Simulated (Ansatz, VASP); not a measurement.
**Two plane-wave programs on ZnSe**

```
Zn Se
1.0
     0.00000    2.90410    2.90410
     2.90410    0.00000    2.90410
     2.90410    2.90410    0.00000
Zn Se
1 1
Direct
  0.00000 0.00000 0.00000
  0.25000 0.25000 0.25000
```

Alike in both runs: functional RPBE; k mesh 6 × 6 × 6; no spin polarisation.

Ansatz relaxed the structure, and its values are those at the end. VASP's run is a single point on that final structure, the one shown.

|  | VASP | Ansatz |
| --- | --- | --- |
| version | VASP 6.6.1 | Ansatz 0.2.0 |
| potentials or method | VASP PAW PBE potentials, release 64 (Zn, Se), cutoff 520 eV | plane waves, PAW |
| occupations | gaussian, width 0.01 eV | fixed |
| valence electrons in the cell | 18 | 28 |

Ansatz gave:

| Item | Value |
| --- | --- |
| pressure (GPa) | 0.0 |

Question: What did VASP give for the same quantities?

Answer: Pressure (GPa): 0.2.

VASP's potentials were made for PBE, not for RPBE. VASP's potentials hold 18 valence electrons a cell and Ansatz's 28, so a difference there can come from the potentials and not from the codes.
